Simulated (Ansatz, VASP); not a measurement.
# NbP: VASP beside Ansatz

The input INCAR:

```
PREC = Accurate
ENCUT = 520
EDIFF = 1E-7
ISMEAR = 0
SIGMA = 0.05
LREAL = False
LASPH = True
NELM = 80
ALGO = Normal
ISIF = 2
LWAVE = False
LCHARG = True
GGA = PS
LELF = True
LVHAR = True
NBANDS = 26
```

The input KPOINTS:

```
Automatic mesh
0
Gamma
  10 10 10
```

Contents of POSCAR:

```
NbP
1.0
    0.0000000000     -3.3498465088      0.0000000000
    3.3498465088      0.0000000000      0.0000000000
   -1.6749232544      1.6749232544      5.7401081759
Nb P
2 2
Direct
    0.7498808000      0.7498808000      0.4997616000
    0.4998808000      0.9998808000      0.9997616000
    0.3327477700      0.3327477700      0.6654955400
    0.0827477800      0.5827477800      0.1654955600
```

Input for Ansatz:

```yaml
crystal:
  lattice:
    - [0.0, -3.3498465088, 0.0]
    - [3.3498465088, 0.0, 0.0]
    - [-1.6749232544, 1.6749232544, 5.7401081759]
  atoms:
    - { symbol: Nb, position: [0.7498808, 0.7498808, 0.4997616] }
    - { symbol: Nb, position: [0.4998808, 0.9998808, 0.9997616] }
    - { symbol: P, position: [0.33274777, 0.33274777, 0.66549554] }
    - { symbol: P, position: [0.08274778, 0.58274778, 0.16549556] }
basis:
  ecutwfc: 420
  fft_grid_basis: typed
kpoints:
  mp_grid: { grid: [10, 10, 10] }
hamiltonian:
  xc: pbesol
  pseudopotentials: { kind: paw }
scf:
  occupations: { method: gaussian, width: 0.05 }
  n_extra_bands: 6
output:
  forces: true
  stress: false
  eigenvalues: true
  bader: false
  write_density: false
  volumetric_format: npy
  band_densities:
    - { e_range: [-0.25, 0.25] }
    - { e_range: [-1.2, 0.0] }
    - { e_range: [0.0, 1.2] }
    - { e_range: [-6.27, -4.16] }
    - { e_range: [-4.16, -2.08] }
    - { e_range: [-12.72, -9.95] }
  dos:
    e_range: [-30, 8]
    de: 0.02
    method: { smearing: { sigma: 0.03, scheme: gaussian } }
    projected: { site_lists: { Nb: [Nb], P: [P] } }
checkpoint:
  read: start.run
  write: ck
  compress: false
  write_wavefunctions: false
  write_every: 100000
```

Alike in both runs: task single point; functional PBEsol; k mesh 10 × 10 × 10; occupations gaussian, width 0.05 eV; no spin polarisation.

|  | VASP | Ansatz |
| --- | --- | --- |
| version | VASP 6.6.1 | Ansatz 0.2.0 |
| potentials or method | VASP PAW PBE potentials, release 64 (Nb_sv, P), cutoff 520 eV | scalar-relativistic, plane waves, PAW |
| valence electrons in the cell | 36 | 36 |

```csv
,VASP,Ansatz,Ansatz less VASP
gap on the k mesh at the Fermi level (eV),none,none,-
rms of the force components (eV/Å),0.007,0.007,+0.0003
```

VASP's potentials were made for PBE, not for PBEsol. Atom by atom the forces differ by 0.000 eV/Å (rms over components). A gap of «none» marks a metal or a gap that the smearing closes. With one functional, cell and mesh, what is left measures potentials, basis and numerics.
